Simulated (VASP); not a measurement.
# RhPbCl6 (R-3) in VASP: single point with r2SCAN

Aim: the single point of RhPbCl6 with r2SCAN.

Program: VASP 6.6.1. These are calculated values, not measurements. Logs are shortened: lines on timing, memory, paths and dates and some standing lists are left out, and cuts for length are marked.

## 1. The cell of the first run

It takes space group R-3 (No. 148, trigonal). The conventional cell has a = 5.741 Å, b = 5.741 Å, c = 15.661 Å, α = 90.00°, β = 90.00°, γ = 120.00°. Within 3.4 Å of Pb (site symmetry -3) lie 6 Cl at 2.61 Å. Rh (site symmetry -3) has 6 Cl at 2.25 Å within 3.0 Å. Within 3.1 Å of Cl (site symmetry 1) lie 1 Rh at 2.25 Å and 1 Pb at 2.61 Å and 5 Cl at 2.91 to 3.09 Å.

## 2. Single point, r2SCAN

Input file POSCAR:

```
RhPbCl6
1.0
    2.8703897452      4.9716608762     -0.0000017346
   -2.8703897452      4.9716608762     -0.0000017346
    0.0000000000     -3.3144387627      5.2203623571
Pb Rh Cl
1 1 6
Direct
    0.5000000000      0.5000000000      0.5000000000
    0.0000000000      0.0000000000      0.0000000000
    0.2147825199      0.5656583285      0.7654417886
    0.9850009401      0.2147825199      0.7654417886
    0.5656583285      0.9850009401      0.7654417886
    0.7852174801      0.4343416715      0.2345582114
    0.0149990599      0.7852174801      0.2345582114
    0.4343416715      0.0149990599      0.2345582114
```

Input file INCAR.step1:

```
SYSTEM = RhPbCl6
PREC = Accurate ; ENCUT = 520
ISMEAR = -1 ; SIGMA = 0.1
LREAL = .False. ; LASPH = .True.
NELM = 80 ; NBANDS = 46
GGA = PE ; ALGO = Normal
EDIFF = 1E-4 ; LWAVE = .True.
LCHARG = .False.
```

Input file INCAR.step2:

```
SYSTEM = RhPbCl6
PREC = Accurate ; ENCUT = 520
EDIFF = 1E-6 ; ISMEAR = -1
SIGMA = 0.1 ; LREAL = .False.
LASPH = .True. ; NELM = 80
ALGO = Normal ; ISIF = 2
LWAVE = .False. ; LCHARG = .True.
METAGGA = R2SCAN ; LMIXTAU = .True.
LELF = .True. ; LVHAR = .True.
NBANDS = 46 ; ISTART = 1
```

Input file KPOINTS:

```
regular mesh
0
Gamma
  4 4 4
  0 0 0
```

Potentials or basis: VASP PAW PBE potentials, release 64 (Pb_d, Rh_pv, Cl).

The run is started by

```
$ cat potpaw_PBE.64/Pb_d/POTCAR potpaw_PBE.64/Rh_pv/POTCAR potpaw_PBE.64/Cl/POTCAR > POTCAR
$ cp INCAR.step1 INCAR
$ mpirun -np 1 vasp_std > vasp.out
$ cp INCAR.step2 INCAR
$ mpirun -np 1 vasp_std > vasp.out
```

OUTCAR:

```text
SYSTEM = RhPbCl6
   PREC = Accurate
   ENCUT = 520
   EDIFF = 1E-6
   ISMEAR = -1
   LREAL = .False.
   LASPH = .True.
   NELM = 80
   ISIF = 2
   METAGGA = R2SCAN
   ISTART = 1

 ion  position               nearest neighbor table
   1  0.500  0.500  0.500-   5 2.61   8 2.61   7 2.61   4 2.61   3 2.61   6 2.61
   2  0.000  0.000  0.000-   4 2.25   7 2.25   6 2.25   3 2.25   5 2.25   8 2.25
   3  0.215  0.566  0.765-   2 2.25   1 2.61
   4  0.985  0.215  0.765-   2 2.25   1 2.61
   5  0.566  0.985  0.765-   2 2.25   1 2.61
   6  0.785  0.434  0.235-   2 2.25   1 2.61
   7  0.015  0.785  0.235-   2 2.25   1 2.61
   8  0.434  0.015  0.235-   2 2.25   1 2.61

  LATTYP: Found a trigonal (rhomboedric) cell.
 ALAT       =     6.1836629478
 COS(alpha) =     0.5690567166

  Lattice vectors:

 A1 = (  -2.8703897452,   1.6572221135,   5.2203606225)
 A2 = (   0.0000000000,  -3.3144387627,   5.2203623571)
 A3 = (   2.8703897452,   1.6572221135,   5.2203606225)

Analysis of symmetry for initial positions (statically):
=====================================================================
 Subroutine PRICEL returns:
 Original cell was already a primitive cell.

 Routine SETGRP: Setting up the symmetry group for a
 trigonal (rhombohedral) supercell.

 Subroutine GETGRP returns: Found  6 space group operations
 (whereof  6 operations were pure point group operations)
 out of a pool of 12 trial point group operations.

The static configuration has the point symmetry S_6 .

Analysis of symmetry for dynamics (positions and initial velocities):
=====================================================================
 Subroutine PRICEL returns:
 Original cell was already a primitive cell.

 Routine SETGRP: Setting up the symmetry group for a
 trigonal (rhombohedral) supercell.

 Subroutine GETGRP returns: Found  6 space group operations
 (whereof  6 operations were pure point group operations)
 out of a pool of 12 trial point group operations.

The dynamic configuration has the point symmetry S_6 .

 Subroutine INISYM returns: Found  6 space group operations
 (whereof  6 operations are pure point group operations),
 and found     1 'primitive' translations

----------------------------------------------------------------------------------------

                                     Primitive cell

  volume of cell :     148.9954

[... 92 lines left out ...]
   NSW    =      0    number of steps for IOM
   IBRION =     -1    ionic relax: 0-MD 1-quasi-New 2-CG
   NFREE  =      0    steps in history (QN), initial steepest desc. (CG)
   ISIF   =      2    stress and relaxation
   ISYM   =      2    0-nonsym 1-usesym 2-fastsym
   POTIM  = 0.5000    time-step for ionic-motion
   TEBEG  =    0.0;   TEEND  =   0.0 temperature during run
   PSTRESS=    0.0 pullay stress
   NELECT =      71.0000    total number of electrons
   NUPDOWN=      -1.0000    fix difference up-down
   EMIN   =  10.00;   EMAX   =-10.00  energy-range for DOS
   EFERMI =   0.00;   METHOD = LEGACY
   ISMEAR =    -1;   SIGMA  =   0.10  broadening in eV -4-tet -1-fermi 0-gaus
   EFERMI_NEDOS =   21; number of points for ismear=-14 and -15
   IALGO  =     38    algorithm
   IMIX   =      4    mixing-type and parameters
     AMIX     =   0.40;   BMIX     =  1.00
     AMIX_MAG =   1.60;   BMIX_MAG =  1.00
  volume/ion in A,a.u.               =      18.62       125.68
  Fermi-wavevector in a.u.,A,eV,Ry     =   1.278704  2.416400 22.246662  1.635084
  Thomas-Fermi vector in A             =   2.411231
   LORBIT       =      0    0 simple, 1 ext, 2 COOP (PROOUT), +10 PAW based schemes
   METAGGA = R2SCAN    functional components
   LHFCALC =     F    Hartree Fock is set to
   AEXX    =    0.0000 exact exchange contribution
   IVDW    =     0    specifies the selected vdW correction
   LEPSILON=     F    determine dielectric tensor
   LRPA    =     F    only Hartree local field effects (RPA)
 non-spin polarized calculation
  energy-cutoff  :      520.00
  volume of cell :      149.00
 maximum number of plane-waves:      4045
 NGX is ok and might be reduce to    48
   NGX = 21   NGY = 21   NGZ = 23

 number of electron      71.0000012 magnetization

 Free energy of the ion-electron system (eV)
  ---------------------------------------------------
  ext. energy  EPLUGINS =         0.00000000
  ---------------------------------------------------
  free energy    TOTEN  =      -121.49153088 eV

  energy without entropy =     -121.38345214  energy(sigma->0) =     -121.43749151

 E-fermi :   5.6936     XC(G=0): -11.1065

 val. band max:        5.6580727775   @ k =   0.5000   0.2500  -0.0000
 cond. band min:       5.7024109008   @ k =  -0.2500   0.2500   0.0000
 fundamental gap:      0.0443381233
 Fermi energy:         5.6935663377

 k-point     1 :       0.0000    0.0000    0.0000
  band No.  band energies     occupation
      1     -42.9461      2.00000
      2     -42.9461      2.00000
      3     -42.8056      2.00000
      4     -12.1076      2.00000
      5     -11.9738      2.00000
      6     -11.9738      2.00000
[... 675 lines left out ...]
     45      15.0324      0.00000
     46      15.4556      0.00000

------------------------ aborting loop because EDIFF is reached ----------------------------------------

  FORCE on cell =-STRESS in cart. coord.  units (eV):
  Direction    XX          YY          ZZ          XY          YZ          ZX
  --------------------------------------------------------------------------------------
  -------------------------------------------------------------------------------------
  Total       18.4628192     18.4628192     18.4394044      0.0000004     -0.0000000      0.0000000
  in kB      198.5343619    198.5343619    198.2825776      0.0000043     -0.0000001      0.0000000
  external PRESSURE =     198.4504338 kB  Pullay stress =       0.0000000 kB

 VOLUME and BASIS-vectors are now :
 -----------------------------------------------------------------------------
  energy-cutoff  :      520.00
  volume of cell :      149.00
      direct lattice vectors                 reciprocal lattice vectors
     2.870389745  4.971660876 -0.000001735     0.174192373  0.100570035  0.063852507
    -2.870389745  4.971660876 -0.000001735    -0.174192373  0.100570035  0.063852507
     0.000000000 -3.314438763  5.220362357     0.000000000  0.000000067  0.191557626

 POSITION                                       TOTAL-FORCE (eV/Angst)
 -----------------------------------------------------------------------------------
      0.00000      3.31444      2.61018         0.000000     -0.000000      0.000000
      0.00000      0.00000      0.00000         0.000000      0.000000      0.000000
     -1.00715      1.34308      3.99588        -0.016468     -0.012777      0.015031
      2.21083      3.42791      3.99588         0.019299     -0.007874      0.015031
     -1.20368      5.17234      3.99588        -0.002831      0.020650      0.015031
      1.00715      5.28581      1.22448         0.016468      0.012777     -0.015031
     -2.21083      3.20098      1.22448        -0.019299      0.007874     -0.015031
      1.20368      1.45654      1.22448         0.002831     -0.020650     -0.015031
 -----------------------------------------------------------------------------------
    total drift:                                0.000000     -0.000000     -0.000000

  FREE ENERGIE OF THE ION-ELECTRON SYSTEM (eV)
  ---------------------------------------------------
  free  energy   TOTEN  =      -121.4915308781 eV

  energy  without entropy=     -121.3834521441  energy(sigma->0) =     -121.43749151
```

OUTCAR.step1:

```text
SYSTEM = RhPbCl6
   PREC = Accurate
   ENCUT = 520
   ISMEAR = -1
   LREAL = .False.
   LASPH = .True.
[... 918 lines left out ...]
      1.00715      5.28581      1.22448        -0.015288      0.174655     -0.049323
     -2.21083      3.20098      1.22448        -0.143612     -0.100567     -0.049323
      1.20368      1.45654      1.22448         0.158900     -0.074088     -0.049323
 -----------------------------------------------------------------------------------
    total drift:                                0.000000     -0.000000     -0.000000

  FREE ENERGIE OF THE ION-ELECTRON SYSTEM (eV)
  ---------------------------------------------------
  free  energy   TOTEN  =       -24.7245337741 eV

  energy  without entropy=      -24.6131859815  energy(sigma->0) =      -24.66885988
```

Run time: 4.6 min. Hardware: 1 thread of Intel Xeon 6975P-C (Granite Rapids), shared host; peak memory 0.4 GiB.

Results:

```
Free energy            : -121.4915 eV
Pressure               : 19.8 GPa
Largest force          : 0.026 eV/Å
Band gap on the k mesh : zero (an odd number of electrons rules out a gap without spin polarisation)
```

Forces in eV/Å, atoms in the order of the input:
```
Pb   0.000  0.000  0.000
Rh   0.000  0.000  0.000
Cl  -0.016 -0.013  0.015
Cl   0.019 -0.008  0.015
Cl  -0.003  0.021  0.015
Cl   0.016  0.013 -0.015
Cl  -0.019  0.008 -0.015
Cl   0.003 -0.021 -0.015
```

Levels at points of the mesh, in eV from the Fermi level:
```
           k point  band 32  band 33  band 34  band 35  band 36  band 37  band 38  band 39
(0.00, 0.00, 0.00)    -1.52    -1.37    -1.05    -1.05    -0.13     2.04     2.04     4.18
(0.50, 0.00, 0.00)    -1.96    -1.46    -1.36    -0.41    -0.39     1.41     1.94     4.66
(0.50, 0.50, 0.00)    -1.76    -1.68    -1.30    -0.45     0.29     1.79     2.25     4.97
(0.00, 0.00, 0.50)    -1.58    -1.41    -1.41    -1.24    -0.37     1.80     1.80     4.72
```

Caveat: the cell stands under pressure; the PAW data sets were made with another functional, which shifts forces and pressure a little; spin-orbit coupling is left out, which moves the levels of the heavy elements; an odd number of electrons without spin polarisation forces a metal; a magnetic or distorted state may lie lower.
